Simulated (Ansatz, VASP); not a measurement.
# Sn: VASP beside Ansatz

INCAR

```
SYSTEM = Sn
ALGO = Normal
EDIFF = 1E-7
ENCUT = 520
ISIF = 2
ISMEAR = -1
LASPH = .True.
LCHARG = .True.
LELF = .True.
LREAL = .False.
LVHAR = .True.
LWAVE = .False.
NBANDS = 21
NELM = 60
PREC = Accurate
SIGMA = 0.03
```

Contents of KPOINTS:

```
k-points
0
Gamma
  9 9 9
  0 0 0
```

File POSCAR:

```
Sn
1.0
    0.0000000000      3.2017351634      3.2017351634
    3.2017351634      0.0000000000      3.2017351634
    3.2017351634      3.2017351634      0.0000000000
Sn
2
Direct
    0.5000000000      0.5000000000      0.5000000000
    0.7500000000      0.7500000000      0.7500000000
```

Input for Ansatz:

```yaml
crystal:
  lattice:
    - [0.0, 3.2017351634, 3.2017351634]
    - [3.2017351634, 0.0, 3.2017351634]
    - [3.2017351634, 3.2017351634, 0.0]
  atoms:
    - { symbol: Sn, position: [0.5, 0.5, 0.5] }
    - { symbol: Sn, position: [0.75, 0.75, 0.75] }
kpoints:
  mp_grid: { grid: [9, 9, 9] }
  band_path:
    path:
      - [0.0, 0.0, 0.0]
      - [0.5, 0.0, 0.5]
      - [0.625, 0.25, 0.625]
      - [0.375, 0.375, 0.75]
      - [0.0, 0.0, 0.0]
      - [0.5, 0.5, 0.5]
      - [0.5, 0.25, 0.75]
      - [0.5, 0.0, 0.5]
    npoints: 5
scf:
  occupations: { method: fermi_dirac, width: 0.03 }
hamiltonian:
  xc: lda
  pseudopotentials: { kind: all_electron, lapw: { basis_error: 0.00025 } }
output:
  forces: true
  stress: true
  eigenvalues: true
```

Change from the starting cell: volume scaled by 0.96.

Alike in both runs: task single point; functional LDA; k mesh 9 × 9 × 9; occupations fermi-dirac, width 0.03 eV; no spin polarisation.

```csv
,VASP,Ansatz
version,VASP 6.6.1,Ansatz 0.2.0
potentials or method,"VASP PAW LDA potentials, release 64 (Sn_d), cutoff 520 eV","all-electron LAPW, scalar-relativistic"
```

|  | VASP | Ansatz | Ansatz less VASP |
| --- | --- | --- | --- |
| pressure (GPa) | 1.6 | 1.6 | -0.01 |

LDA's correlation is that of Perdew and Zunger in VASP and of Perdew and Wang (1992) in Ansatz. Ansatz ran all-electron here, and VASP with PAW potentials.
